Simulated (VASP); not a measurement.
# Ti (Fm-3m) in VASP: settings compared, part 2 of 2

VASP 6.6.1. Earlier steps stand in the parts before.

**6. Relaxation of cell and atoms, RPBE**

This run uses another cell than the first one, of 16.73 Å³/atom.

Contents of INCAR:

```
SYSTEM = Ti
PREC = Accurate
ENCUT = 600
EDIFF = 1E-6
ISMEAR = -1
SIGMA = 0.05
LREAL = .FALSE.
LASPH = .TRUE.
NELM = 100
ALGO = Fast
ISIF = 3
LWAVE = .FALSE.
LCHARG = .FALSE.
GGA = RP
IBRION = 2
NSW = 60
EDIFFG = -0.01
```

Contents of KPOINTS:

```
regular mesh
0
G
  11 11 11
  0 0 0
```

Contents of POSCAR:

```
Ti
1.0
    0.0000000000      2.0300000000      2.0300000000
    2.0300000000      0.0000000000      2.0300000000
    2.0300000000      2.0300000000      0.0000000000
Ti
1
Direct
    0.0000000000      0.0000000000      0.0000000000
```

Potentials or basis: VASP PAW PBE potentials, release 64 (Ti_sv).

Launch:

```bash
$ cat potpaw_PBE.64/Ti_sv/POTCAR > POTCAR
$ mpirun -np 1 vasp_std > vasp.out
```

OUTCAR:

```text
SYSTEM = Ti
   PREC = Accurate
   ENCUT = 600
   EDIFF = 1E-6
   ISMEAR = -1
   LREAL = .FALSE.
   LASPH = .TRUE.
   NELM = 100
   ISIF = 3
   GGA = RP
   IBRION = 2
   NSW = 60
   EDIFFG = -0.01

 ion  position               nearest neighbor table
   1  0.000  0.000  0.000-

  LATTYP: Found a face centered cubic cell.
 ALAT       =     4.0600000000

  Lattice vectors:

 A1 = (   0.0000000000,   2.0300000000,   2.0300000000)
 A2 = (   2.0300000000,   0.0000000000,   2.0300000000)
 A3 = (   2.0300000000,   2.0300000000,   0.0000000000)

Analysis of symmetry for initial positions (statically):
=====================================================================
 Subroutine PRICEL returns:
 Original cell was already a primitive cell.

 Routine SETGRP: Setting up the symmetry group for a
 face centered cubic supercell.

 Subroutine GETGRP returns: Found 48 space group operations
 (whereof 48 operations were pure point group operations)
 out of a pool of 48 trial point group operations.

The static configuration has the point symmetry O_h .

Analysis of symmetry for dynamics (positions and initial velocities):
=====================================================================
 Subroutine PRICEL returns:
 Original cell was already a primitive cell.

 Routine SETGRP: Setting up the symmetry group for a
[... 222 lines left out ...]

 number of electron      11.9999998 magnetization

 Free energy of the ion-electron system (eV)
  ---------------------------------------------------
  ext. energy  EPLUGINS =         0.00000000
  ---------------------------------------------------
  free energy    TOTEN  =        -7.38778033 eV

  energy without entropy =       -7.37399296  energy(sigma->0) =       -7.38088664

 E-fermi :   8.0325     XC(G=0): -11.2586

 val. band max:        8.0269683996   @ k =   0.4545   0.0909   0.0000
 cond. band min:       8.0459848296   @ k =   0.1818   0.1818   0.0000
 fundamental gap:      0.0190164300
 Fermi energy:         8.0324798223

 k-point     1 :       0.0000    0.0000    0.0000
  band No.  band energies     occupation
      1     -48.8575      2.00000
      2     -24.6808      2.00000
      3     -24.6808      2.00000
      4     -24.6808      2.00000
      5       1.9928      2.00000
      6       8.9082      0.00000
      7       8.9082      0.00000
      8       8.9082      0.00000
      9      10.4869      0.00000
     10      10.4869      0.00000
[... 287 lines left out ...]
 k-point    24 :      -0.1818    0.1818    0.0000
  band No.  band energies     occupation
      1     -48.7866      2.00000
      2     -25.0143      2.00000
      3     -24.8184      2.00000
      4     -24.7199      2.00000
      5       4.4094      2.00000
      6       7.8798      1.90989
      7       8.8370      0.00000
      8       9.7556      0.00000
      9       9.7607      0.00000
     10      11.3828      0.00000

 [... further k-points ...]

------------------------ aborting loop because EDIFF is reached ----------------------------------------

  FORCE on cell =-STRESS in cart. coord.  units (eV):
  Direction    XX          YY          ZZ          XY          YZ          ZX
  --------------------------------------------------------------------------------------
  -------------------------------------------------------------------------------------
  Total       -0.0042367     -0.0042367     -0.0042367     -0.0000000      0.0000000      0.0000000
  in kB       -0.3799881     -0.3799881     -0.3799881     -0.0000000      0.0000000      0.0000000
  external PRESSURE =      -0.3799881 kB  Pullay stress =       0.0000000 kB
[... 16 lines left out ...]
  FREE ENERGIE OF THE ION-ELECTRON SYSTEM (eV)
  ---------------------------------------------------
  free  energy   TOTEN  =        -7.3877803254 eV

  energy  without entropy=       -7.3739929608  energy(sigma->0) =       -7.38088664

 reached required accuracy - stopping structural energy minimisation
```

CONTCAR:

```text
Ti
   1.00000000000000
     0.0000000000000000    2.0748189126273813    2.0748189126273813
     2.0748189126273813    0.0000000000000000    2.0748189126273813
     2.0748189126273813    2.0748189126273813   -0.0000000000000000
  Ti
     1
Direct
     0.0000000000000000    0.0000000000000000    0.0000000000000000

  0.00000000E+00  0.00000000E+00  0.00000000E+00
```

Wall time 52 s (1 thread of Intel Xeon 6975P-C (Granite Rapids), shared host); peak memory 0.15 GiB.

Results:

```
Free energy                           : -7.3878 eV
Relaxed volume                        : 17.86 Å³/atom
Relaxed cell                          : a = 2.934 Å, b = 2.934 Å, c = 2.934 Å, α = 60.00°, β = 60.00°, γ = 60.00°
Space group after relaxing (to 0.1 Å) : Fm-3m (No. 225)
Energy gained by relaxing             : 24.2 meV/atom
Ionic steps                           : 3
Pressure after relaxing               : 0.0 GPa
Band gap on the k mesh                : zero (bands 6 and 7 overlap by 1.13 eV)
```

The path:
```
step  energy change (eV)  largest force (eV/Å)  pressure (GPa)  volume (Å³)
   1              0.0000                0.0000            7.17        16.73
   2             -0.0150                0.0000           -3.90        18.61
   3             -0.0242                0.0000           -0.04        17.86
```

Final structure:
```
CELL_PARAMETERS angstrom
0.00000 2.07482 2.07482
2.07482 0.00000 2.07482
2.07482 2.07482 0.00000
ATOMIC_POSITIONS crystal
Ti 0.00000 0.00000 0.00000
```

Caveat: the PAW data sets were made with another functional, which shifts forces and pressure a little. RPBE and its kin give volumes clearly too large for solids.

**7. Overview**

```csv
task,level,potentials or basis,cell,cutoff (eV),gap on the mesh (eV),pressure (GPa),relaxed volume (Å³/atom)
single point,r2SCAN,"VASP PAW PBE potentials, release 64 (Ti_sv)","a = 2.906 Å, angles 60.0°, 1 atom",520,none,0.4,-
relaxation of cell and atoms,LDA,"VASP PAW LDA potentials, release 64 (Ti_sv)","relaxed from a = 2.871 Å, angles 60.0°, 1 atom",600,none,0.0,15.97
relaxation of cell and atoms,PBE,"VASP PAW PBE potentials, release 64 (Ti_sv)","relaxed from a = 2.871 Å, angles 60.0°, 1 atom",600,none,0.0,17.32
relaxation of cell and atoms,PBEsol,"VASP PAW PBE potentials, release 64 (Ti_sv)","relaxed from a = 2.871 Å, angles 60.0°, 1 atom",600,none,0.0,16.61
relaxation of cell and atoms,RPBE,"VASP PAW PBE potentials, release 64 (Ti_sv)","relaxed from a = 2.871 Å, angles 60.0°, 1 atom",600,none,0.0,17.86
```

Alike in all rows: no spin polarisation; k mesh 11 × 11 × 11; smearing fermi-dirac 0.05 eV.

Caveats: the PAW data sets were made with another functional, which shifts forces and pressure a little (at least some runs).

Absolute energies hang on the potentials; compare differences alone.
